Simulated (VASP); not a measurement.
# Si2B2C (P-6m2) in VASP: a series of runs

Runs on Si2B2C. Level: PBE. Tasks: single point, relaxation of cell and atoms.

Program: VASP 6.6.1. These are calculated values, not measurements. Logs are shortened: lines on timing, memory, paths and dates and some standing lists are left out, and cuts for length are marked.

## Step 1: The cell of the first run

The structure is hexagonal, space group P-6m2 (No. 187). Conventional cell: a = 2.902 Å, b = 2.902 Å, c = 6.562 Å, α = 90.00°, β = 90.00°, γ = 120.00°. Within 2.7 Å of Si (site symmetry 3m) lie 6 B at 2.06 to 2.67 Å and 1 C at 2.08 Å and 1 Si at 2.41 Å. Within 2.2 Å of B (site symmetry -6m2) lie 3 C at 1.68 Å. Within 2.7 Å of B (site symmetry -6m2) lie 6 Si at 2.06 Å. Within 2.2 Å of C (site symmetry -6m2) lie 3 B at 1.68 Å and 2 Si at 2.08 Å.

## Step 2: Single point, PBE

The input, INCAR:

```
PREC = Accurate
ENCUT = 520
EDIFF = 1E-7
ISMEAR = 0
SIGMA = 0.1
LREAL = False
LASPH = True
NELM = 80
ALGO = Normal
ISIF = 2
LWAVE = False
LCHARG = True
GGA = PE
LELF = True
LVHAR = True
NBANDS = 17
```

The input, KPOINTS:

```
regular mesh
0
Gamma
  6 6 2
```

The input, POSCAR:

```
Si2B2C
1.0
    2.9021133040      0.0000000026      0.0000000000
   -1.4510566543      2.5133038446      0.0000000000
    0.0000000000      0.0000000000      6.5623494395
Si B C
2 2 1
Direct
    0.3333333333      0.6666666667      0.1837126298
    0.3333333333      0.6666666667      0.8162873702
    0.6666666667      0.3333333333      0.5000000000
    0.0000000000      0.0000000000      0.0000000000
    0.3333333333      0.6666666667      0.5000000000
```

Potentials or basis: VASP PAW PBE potentials, release 64 (Si, B, C).

The run is started by

```
cat potpaw_PBE.64/Si/POTCAR potpaw_PBE.64/B/POTCAR potpaw_PBE.64/C/POTCAR > POTCAR
mpirun -np 1 vasp_std > vasp.out
```

OUTCAR:

```text
PREC = Accurate
   ENCUT = 520
   EDIFF = 1E-7
   ISMEAR = 0
   LREAL = False
   LASPH = True
   NELM = 80
   ISIF = 2
   GGA = PE

 ion  position               nearest neighbor table
   1  0.333  0.667  0.184-   4 2.06   4 2.06   4 2.06   5 2.08   2 2.41
   2  0.333  0.667  0.816-   4 2.06   4 2.06   4 2.06   5 2.08   1 2.41
   3  0.667  0.333  0.500-   5 1.68   5 1.68   5 1.68
   4  0.000  0.000  0.000-   1 2.06   2 2.06   1 2.06   2 2.06   1 2.06   2 2.06
   5  0.333  0.667  0.500-   3 1.68   3 1.68   3 1.68   1 2.08   2 2.08

  LATTYP: Found a hexagonal cell.
 ALAT       =     2.9021133040
 C/A-ratio  =     2.2612313001

  Lattice vectors:

 A1 = (   2.9021133040,   0.0000000026,   0.0000000000)
 A2 = (  -1.4510566543,   2.5133038446,   0.0000000000)
 A3 = (   0.0000000000,   0.0000000000,   6.5623494395)

Analysis of symmetry for initial positions (statically):
=====================================================================
 Subroutine PRICEL returns:
 Original cell was already a primitive cell.

 Routine SETGRP: Setting up the symmetry group for a
 hexagonal supercell.

 Subroutine GETGRP returns: Found 12 space group operations
 (whereof 12 operations were pure point group operations)
 out of a pool of 24 trial point group operations.

The static configuration has the point symmetry D_3h.

Analysis of symmetry for dynamics (positions and initial velocities):
=====================================================================
 Subroutine PRICEL returns:
 Original cell was already a primitive cell.

 Routine SETGRP: Setting up the symmetry group for a
 hexagonal supercell.

 Subroutine GETGRP returns: Found 12 space group operations
 (whereof 12 operations were pure point group operations)
 out of a pool of 24 trial point group operations.

The dynamic configuration has the point symmetry D_3h.

 Subroutine INISYM returns: Found 12 space group operations
 (whereof 12 operations are pure point group operations),
 and found     1 'primitive' translations

----------------------------------------------------------------------------------------

                                     Primitive cell

[... 83 lines left out ...]
   ENCUT  =  520.0 eV  38.22 Ry    6.18 a.u.   5.40  5.40 12.20*2*pi/ulx,y,z
   NELM   =     80;   NELMIN=  2; NELMDL= -5     # of ELM steps
   EDIFF  = 0.1E-06   stopping-criterion for ELM
   LREAL  =      F    real-space projection
   EDIFFG = 0.1E-05   stopping-criterion for IOM
   NSW    =      0    number of steps for IOM
   IBRION =     -1    ionic relax: 0-MD 1-quasi-New 2-CG
   NFREE  =      0    steps in history (QN), initial steepest desc. (CG)
   ISIF   =      2    stress and relaxation
   ISYM   =      2    0-nonsym 1-usesym 2-fastsym
   POTIM  = 0.5000    time-step for ionic-motion
   TEBEG  =    0.0;   TEEND  =   0.0 temperature during run
   PSTRESS=    0.0 pullay stress
   NELECT =      18.0000    total number of electrons
   NUPDOWN=      -1.0000    fix difference up-down
   EMIN   =  10.00;   EMAX   =-10.00  energy-range for DOS
   EFERMI =   0.00;   METHOD = LEGACY
   ISMEAR =     0;   SIGMA  =   0.10  broadening in eV -4-tet -1-fermi 0-gaus
   EFERMI_NEDOS =   21; number of points for ismear=-14 and -15
   IALGO  =     38    algorithm
   IMIX   =      4    mixing-type and parameters
     AMIX     =   0.40;   BMIX     =  1.00
     AMIX_MAG =   1.60;   BMIX_MAG =  1.00
  volume/ion in A,a.u.               =       9.57        64.60
  Fermi-wavevector in a.u.,A,eV,Ry     =   1.181661  2.233015 18.998112  1.396322
  Thomas-Fermi vector in A             =   2.317930
   LORBIT       =      0    0 simple, 1 ext, 2 COOP (PROOUT), +10 PAW based schemes
   GGA     = PE    functional components
   LHFCALC =     F    Hartree Fock is set to
   AEXX    =    0.0000 exact exchange contribution
   IVDW    =     0    specifies the selected vdW correction
   LEPSILON=     F    determine dielectric tensor
   LRPA    =     F    only Hartree local field effects (RPA)
 non-spin polarized calculation
 Gauss-broadening in eV      SIGMA  =   0.10
  energy-cutoff  :      520.00
  volume of cell :       47.87
 maximum number of plane-waves:      1333
 NGX is ok and might be reduce to    24
   NGX = 11   NGY = 11   NGZ = 25

 number of electron      18.0000001 magnetization

 Free energy of the ion-electron system (eV)
  ---------------------------------------------------
  ext. energy  EPLUGINS =         0.00000000
  ---------------------------------------------------
  free energy    TOTEN  =       -31.03358296 eV

  energy without entropy =      -31.02451728  energy(sigma->0) =      -31.02905012

 E-fermi :   9.6270     XC(G=0): -11.6592

 val. band max:        9.0784482537   @ k =   0.3333  -0.0000   0.5000
 cond. band min:       9.6361748462   @ k =   0.1667  -0.0000   0.5000
 fundamental gap:      0.5577265925
 Fermi energy:         9.6270486680

 k-point     1 :       0.0000    0.0000    0.0000
  band No.  band energies     occupation
      1      -7.2032      2.00000
      2      -4.7685      2.00000
      3      -2.7077      2.00000
      4       3.9151      2.00000
      5       6.6906      2.00000
      6       7.1007      2.00000
[... 257 lines left out ...]
      4       1.1451      2.00000
      5       1.4803      2.00000
      6       2.5126      2.00000
[... 9 lines left out ...]
     16      17.8094      0.00000
     17      18.8795      0.00000

------------------------ aborting loop because EDIFF is reached ----------------------------------------

  FORCE on cell =-STRESS in cart. coord.  units (eV):
  Direction    XX          YY          ZZ          XY          YZ          ZX
  --------------------------------------------------------------------------------------
  -------------------------------------------------------------------------------------
  Total       -0.0272809     -0.0272809     -0.0986745      0.0000000      0.0000000     -0.0000000
  in kB       -0.9131687     -0.9131687     -3.3029106      0.0000000      0.0000000     -0.0000000
  external PRESSURE =      -1.7097493 kB  Pullay stress =       0.0000000 kB

 VOLUME and BASIS-vectors are now :
 -----------------------------------------------------------------------------
  energy-cutoff  :      520.00
  volume of cell :       47.87
      direct lattice vectors                 reciprocal lattice vectors
     2.902113304  0.000000003  0.000000000     0.344576484  0.198941326  0.000000000
    -1.451056654  2.513303845  0.000000000    -0.000000000  0.397882652  0.000000000
     0.000000000  0.000000000  6.562349440     0.000000000  0.000000000  0.152384448

 POSITION                                       TOTAL-FORCE (eV/Angst)
 -----------------------------------------------------------------------------------
     -0.00000      1.67554      1.20559        -0.000000      0.000000     -0.014380
     -0.00000      1.67554      5.35676        -0.000000      0.000000      0.014380
      1.45106      0.83777      3.28117         0.000000     -0.000000      0.000000
      0.00000      0.00000      0.00000        -0.000000      0.000000      0.000000
     -0.00000      1.67554      3.28117         0.000000     -0.000000      0.000000
 -----------------------------------------------------------------------------------
    total drift:                               -0.000000      0.000000      0.000000

  FREE ENERGIE OF THE ION-ELECTRON SYSTEM (eV)
  ---------------------------------------------------
  free  energy   TOTEN  =       -31.0335829569 eV

  energy  without entropy=      -31.0245172761  energy(sigma->0) =      -31.02905012
```

stdout:

```text
POSCAR found type information on POSCAR SiB C
 POSCAR found :  3 types and       5 ions
 scaLAPACK will be used
 LDA part: xc-table for (Slater+PW92), standard interpolation
 POSCAR, INCAR and KPOINTS ok, starting setup
 FFT: planning ... GRIDC
 FFT: planning ... GRID_SOFT
 FFT: planning ... GRID
 WAVECAR not read
 entering main loop
```

Wall time 6.8 s (1 thread of Intel Xeon 6975P-C (Granite Rapids), shared host); peak memory 0.17 GiB.

Results:

```yaml
Free_energy: -31.0336 eV
Pressure: -0.2 GPa
Largest_force: 0.014 eV/Å
Band_gap_on_the_k_mesh: zero (band 9 reaches 11.38 eV, above the bottom of band 10 at 7.79 eV)
```

Forces in eV/Å, atoms in the order of the input:
```
Si   0.000  0.000 -0.014
Si   0.000  0.000  0.014
B    0.000  0.000  0.000
B    0.000  0.000  0.000
C    0.000  0.000  0.000
```

Stress tensor (GPa, compression positive):
```
-0.09  0.00  0.00
 0.00 -0.09  0.00
 0.00  0.00 -0.33
```

Caveat: the k points lie up to 0.48 Å⁻¹ apart.

## Step 3: Single point, PBE

This run uses another cell than the first one, of 13.16 Å³/atom, 1.375 times its volume.

The input, INCAR:

```
PREC     = Accurate       # precision mode
ENCUT    = 520            # plane-wave cutoff, eV
EDIFF    = 1E-6           # SCF threshold, eV
ISMEAR   = 0              # smearing method
SIGMA    = 0.1            # smearing width, eV
LREAL    = F              # projectors in reciprocal space
LASPH    = T              # aspherical terms in the spheres
NELM     = 80             # most SCF steps
ALGO     = Normal         # electronic algorithm
ISIF     = 2              # what is computed and relaxed
LWAVE    = F              # write WAVECAR
LCHARG   = T              # write CHGCAR
GGA      = PE             # functional
LELF     = T              # ELF
LVHAR    = T            
NBANDS   = 17             # bands
```

The input, KPOINTS:

```
Automatic mesh
0
Gamma
  6 6 2
```

The input, POSCAR:

```
Si2B2C
1.0
    3.1739679900      0.0000000000      0.0000000000
   -1.5869840000      2.7487369100      0.0000000000
    0.0000000000      0.0000000000      7.5415544600
Si B C
2 2 1
Direct
    0.3333333300      0.6666666700      0.2800150100
    0.3333333300      0.6666666700      0.7199849900
    0.6666666700      0.3333333300      0.5000000000
    0.0000000000      0.0000000000      0.0000000000
    0.3333333300      0.6666666700      0.5000000000
```

Potentials or basis: VASP PAW PBE potentials, release 64 (Si, B, C).

The run is started by

```
cat potpaw_PBE.64/Si/POTCAR potpaw_PBE.64/B/POTCAR potpaw_PBE.64/C/POTCAR > POTCAR
mpirun -np 1 vasp_std > vasp.out
```

Wall time 8.1 s (1 thread of Intel Xeon 6975P-C (Granite Rapids), shared host); peak memory 0.17 GiB.

The run converged. Its results:

```
Free energy            : -24.7928 eV
Pressure               : -2.3 GPa
Largest force          : 7.971 eV/Å
Band gap on the k mesh : zero (band 9 reaches 8.13 eV, above the bottom of band 10 at 4.85 eV)
```

Forces in eV/Å, atoms in the order of the input:
```
Si   0.000  0.000 -7.971
Si   0.000  0.000  7.971
B    0.000  0.000  0.000
B    0.000  0.000  0.000
C    0.000  0.000  0.000
```

Stress tensor (GPa, compression positive):
```
-22.77   0.00   0.00
  0.00 -22.77   0.00
  0.00   0.00  38.57
```

Levels at points of the mesh, in eV from the Fermi level:
```tsv
k point	band 5	band 6	band 7	band 8	band 9	band 10	band 11	band 12	band 13	band 14
(0.00, 0.00, 0.00)	-4.97	-4.97	-3.41	0.14	1.32	2.53	2.53	3.86	3.86	4.91
(0.50, 0.00, 0.00)	-5.80	-5.34	-4.42	-2.52	-0.32	0.52	0.53	1.21	1.91	2.39
(0.00, 0.00, 0.50)	-4.97	-4.97	-1.55	-0.20	1.87	2.59	2.59	2.81	3.62	3.62
(0.50, 0.00, 0.50)	-6.13	-4.60	-3.90	-2.93	-2.17	0.00	1.33	1.36	3.71	3.85
```

Caveat: the k points lie up to 0.42 Å⁻¹ apart; forces of over 1 eV/Å act on the atoms, so gaps and moduli don't describe the material at rest.

## Step 4: Single point, PBE

This run uses another cell than the first one, of 9.63 Å³/atom, 1.006 times its volume.

Edit INCAR of step 3 so:

```diff
@@ -7,3 +7,3 @@
 LASPH    = T              # aspherical terms in the spheres
-NELM     = 80             # most SCF steps
+NELM     = 100            # most SCF steps
 ALGO     = Normal         # electronic algorithm
@@ -11,6 +11,4 @@
 LWAVE    = F              # write WAVECAR
-LCHARG   = T              # write CHGCAR
+LCHARG   = F              # write CHGCAR
 GGA      = PE             # functional
-LELF     = T              # ELF
-LVHAR    = T            
 NBANDS   = 17             # bands
```

The input, KPOINTS:

```
regular mesh
0
Gamma
  6 6 4
```

The input, POSCAR:

```
Si2B2C
1.0
    2.8983668434      0.0000000000      0.0000000000
   -1.4491834217      2.5100593158      0.0000000000
    0.0000000000      0.0000000000      6.6176063712
Si B C
2 2 1
Direct
    0.3333333333      0.6666666667      0.1856654599
    0.3333333333      0.6666666667      0.8143345401
    0.6666666667      0.3333333333      0.5000000000
    0.0000000000      0.0000000000      0.0000000000
    0.3333333333      0.6666666667      0.5000000000
```

Potentials or basis: VASP PAW PBE potentials, release 64 (Si, B, C).

The run is started by

```
cat potpaw_PBE.64/Si/POTCAR potpaw_PBE.64/B/POTCAR potpaw_PBE.64/C/POTCAR > POTCAR
mpirun -np 1 vasp_std > vasp.out
```

OUTCAR:

```text
PREC = Accurate
   ENCUT = 520
   EDIFF = 1E-6
   ISMEAR = 0
   LREAL = F
   LASPH = T
   NELM = 100
   ISIF = 2
   GGA = PE

 ion  position               nearest neighbor table
   1  0.333  0.667  0.186-   4 2.08   4 2.08   4 2.08   5 2.08   2 2.46
   2  0.333  0.667  0.814-   4 2.08   4 2.08   4 2.08   5 2.08   1 2.46
   3  0.667  0.333  0.500-   5 1.67   5 1.67   5 1.67
   4  0.000  0.000  0.000-   1 2.08   2 2.08   1 2.08   2 2.08   1 2.08   2 2.08
   5  0.333  0.667  0.500-   3 1.67   3 1.67   3 1.67   1 2.08   2 2.08

  LATTYP: Found a hexagonal cell.
 ALAT       =     2.8983668434
 C/A-ratio  =     2.2832190433

  Lattice vectors:

 A1 = (   2.8983668434,   0.0000000000,   0.0000000000)
 A2 = (  -1.4491834217,   2.5100593158,   0.0000000000)
 A3 = (   0.0000000000,   0.0000000000,   6.6176063712)

Analysis of symmetry for initial positions (statically):
=====================================================================
 Subroutine PRICEL returns:
 Original cell was already a primitive cell.

 Routine SETGRP: Setting up the symmetry group for a
 hexagonal supercell.

 Subroutine GETGRP returns: Found 12 space group operations
 (whereof 12 operations were pure point group operations)
 out of a pool of 24 trial point group operations.

The static configuration has the point symmetry D_3h.

Analysis of symmetry for dynamics (positions and initial velocities):
=====================================================================
 Subroutine PRICEL returns:
 Original cell was already a primitive cell.

 Routine SETGRP: Setting up the symmetry group for a
[... 122 lines left out ...]
   EFERMI =   0.00;   METHOD = LEGACY
   ISMEAR =     0;   SIGMA  =   0.10  broadening in eV -4-tet -1-fermi 0-gaus
   EFERMI_NEDOS =   21; number of points for ismear=-14 and -15
   IALGO  =     38    algorithm
   IMIX   =      4    mixing-type and parameters
     AMIX     =   0.40;   BMIX     =  1.00
     AMIX_MAG =   1.60;   BMIX_MAG =  1.00
  volume/ion in A,a.u.               =       9.63        64.98
  Fermi-wavevector in a.u.,A,eV,Ry     =   1.179378  2.228701 18.924775  1.390932
  Thomas-Fermi vector in A             =   2.315690
   LORBIT       =      0    0 simple, 1 ext, 2 COOP (PROOUT), +10 PAW based schemes
   GGA     = PE    functional components
   LHFCALC =     F    Hartree Fock is set to
   AEXX    =    0.0000 exact exchange contribution
   IVDW    =     0    specifies the selected vdW correction
   LEPSILON=     F    determine dielectric tensor
   LRPA    =     F    only Hartree local field effects (RPA)
 non-spin polarized calculation
 Gauss-broadening in eV      SIGMA  =   0.10
  energy-cutoff  :      520.00
  volume of cell :       48.14
 maximum number of plane-waves:      1345
 NGX is ok and might be reduce to    24
   NGX = 11   NGY = 11   NGZ = 25

 number of electron      18.0000001 magnetization

 Free energy of the ion-electron system (eV)
  ---------------------------------------------------
  ext. energy  EPLUGINS =         0.00000000
  ---------------------------------------------------
  free energy    TOTEN  =       -30.95350641 eV

  energy without entropy =      -30.94941509  energy(sigma->0) =      -30.95146075

 E-fermi :   9.1781     XC(G=0): -11.6391

 val. band max:        9.0814776669   @ k =   0.3333   0.1667   0.2500
 cond. band min:       9.3469898678   @ k =   0.1667   0.1667   0.2500
 fundamental gap:      0.2655122009
 Fermi energy:         9.1781167772

 k-point     1 :       0.0000    0.0000    0.0000
  band No.  band energies     occupation
      1      -7.2100      2.00000
      2      -4.7952      2.00000
      3      -2.7806      2.00000
      4       3.7547      2.00000
      5       6.4950      2.00000
      6       7.1047      2.00000
[... 397 lines left out ...]
      4       1.1305      2.00000
      5       1.4610      2.00000
      6       2.5187      2.00000
[... 9 lines left out ...]
     16      17.5887      0.00000
     17      18.8338      0.00000

------------------------ aborting loop because EDIFF is reached ----------------------------------------

  FORCE on cell =-STRESS in cart. coord.  units (eV):
  Direction    XX          YY          ZZ          XY          YZ          ZX
  --------------------------------------------------------------------------------------
  -------------------------------------------------------------------------------------
  Total        0.0215206      0.0215206     -0.0236562      0.0000000      0.0000000      0.0000000
  in kB        0.7161872      0.7161872     -0.7872599      0.0000000      0.0000000      0.0000000
  external PRESSURE =       0.2150382 kB  Pullay stress =       0.0000000 kB

 VOLUME and BASIS-vectors are now :
 -----------------------------------------------------------------------------
  energy-cutoff  :      520.00
  volume of cell :       48.14
      direct lattice vectors                 reciprocal lattice vectors
     2.898366843  0.000000000  0.000000000     0.345021888  0.199198480  0.000000000
    -1.449183422  2.510059316  0.000000000     0.000000000  0.398396960  0.000000000
     0.000000000  0.000000000  6.617606371     0.000000000  0.000000000  0.151112040

 POSITION                                       TOTAL-FORCE (eV/Angst)
 -----------------------------------------------------------------------------------
     -0.00000      1.67337      1.22866         0.000000     -0.000000     -0.015304
     -0.00000      1.67337      5.38895         0.000000     -0.000000      0.015304
      1.44918      0.83669      3.30880        -0.000000      0.000000      0.000000
      0.00000      0.00000      0.00000         0.000000     -0.000000      0.000000
     -0.00000      1.67337      3.30880         0.000000     -0.000000      0.000000
 -----------------------------------------------------------------------------------
    total drift:                               -0.000000      0.000000      0.000000

  FREE ENERGIE OF THE ION-ELECTRON SYSTEM (eV)
  ---------------------------------------------------
  free  energy   TOTEN  =       -30.9535064099 eV

  energy  without entropy=      -30.9494150890  energy(sigma->0) =      -30.95146075
```

Run time: 8.6 s. Hardware: 1 thread of Intel Xeon 6975P-C (Granite Rapids), shared host; peak memory 0.16 GiB.

Results:

```
Free energy            : -30.9535 eV
Pressure               : 0.0 GPa
Largest force          : 0.015 eV/Å
Band gap on the k mesh : zero (band 9 reaches 11.23 eV, above the bottom of band 10 at 7.80 eV)
```

Forces in eV/Å, atoms in the order of the input:
```
Si   0.000  0.000 -0.015
Si   0.000  0.000  0.015
B    0.000  0.000  0.000
B    0.000  0.000  0.000
C    0.000  0.000  0.000
```

Levels at points of the mesh, in eV from the Fermi level:
| k point | band 6 | band 7 | band 8 | band 9 | band 10 | band 11 | band 12 | band 13 |
| --- | --- | --- | --- | --- | --- | --- | --- | --- |
| (0.00, 0.00, 0.00) | -2.07 | -2.07 | 1.63 | 1.63 | 5.92 | 6.24 | 6.53 | 6.53 |
| (0.50, 0.00, 0.00) | -5.94 | -4.44 | -1.25 | -1.02 | 1.04 | 1.40 | 2.70 | 3.55 |
| (0.00, 0.00, 0.50) | -2.07 | 1.63 | 1.63 | 1.65 | 2.47 | 6.03 | 6.33 | 6.33 |
| (0.50, 0.00, 0.50) | -5.09 | -4.42 | -3.11 | -1.47 | -1.38 | 3.24 | 3.60 | 5.19 |

Caveat: the k points lie up to 0.42 Å⁻¹ apart.

[end of part 1 of 2]
